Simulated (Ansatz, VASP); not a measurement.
## Si in VASP and in Ansatz

INCAR

```
SYSTEM = Si
PREC = Accurate
ENCUT = 520
EDIFF = 1E-7
ISMEAR = -1
SIGMA = 0.05
LREAL = .False.
LASPH = .True.
NELM = 60
ALGO = Normal
ISIF = 2
LWAVE = .False.
LCHARG = .True.
GGA = PS
LELF = .True.
LVHAR = .True.
NBANDS = 8
```

The input KPOINTS:

```
regular mesh
0
Gamma
  13 13 13
  0 0 0
```

File POSCAR:

```
Si
1.0
   -1.6376895151      1.6376895151      1.3290740111
    1.6376895151     -1.6376895151      1.3290740111
    1.6376895151      1.6376895151     -1.3290740111
Si
1
Direct
    0.0000000000      0.0000000000      0.0000000000
```

input.yaml

```yaml
crystal:
  lattice:
    - [-1.6376895151, 1.6376895151, 1.3290740111]
    - [1.6376895151, -1.6376895151, 1.3290740111]
    - [1.6376895151, 1.6376895151, -1.3290740111]
  atoms:
    - { symbol: Si, position: [0.0, 0.0, 0.0] }
kpoints:
  mp_grid: { grid: [13, 13, 13] }
scf:
  occupations: { method: fermi_dirac, width: 0.05 }
hamiltonian:
  xc: pbesol
  pseudopotentials: { kind: all_electron, lapw: { basis_error: 0.001 } }
output:
  forces: true
  stress: true
  eigenvalues: true
```

Change from the starting cell: volume scaled by 1.02.

Alike in both runs: task single point; functional PBEsol; k mesh 13 × 13 × 13; occupations fermi-dirac, width 0.05 eV; no spin polarisation.

```csv
,VASP,Ansatz
version,VASP 6.6.1,Ansatz 0.2.0
potentials or method,"VASP PAW PBE potentials, release 64 (Si), cutoff 520 eV","all-electron LAPW, scalar-relativistic"
```

VASP gave:

| Property | Result |
| --- | --- |
| gap on the k mesh at the Fermi level (eV) | none |
| pressure (GPa) | -0.9 |
| traceless stress, the component that is largest in VASP (GPa) | -1.78 |

Estimate Ansatz's values.

gap on the k mesh at the Fermi level (eV): none; pressure (GPa): -1.0; traceless stress, the component that is largest in VASP (GPa): -1.77.

VASP's potentials were made for PBE, not for PBEsol. A gap of «none» marks a metal or a gap that the smearing closes. Ansatz ran all-electron here, and VASP with PAW potentials.
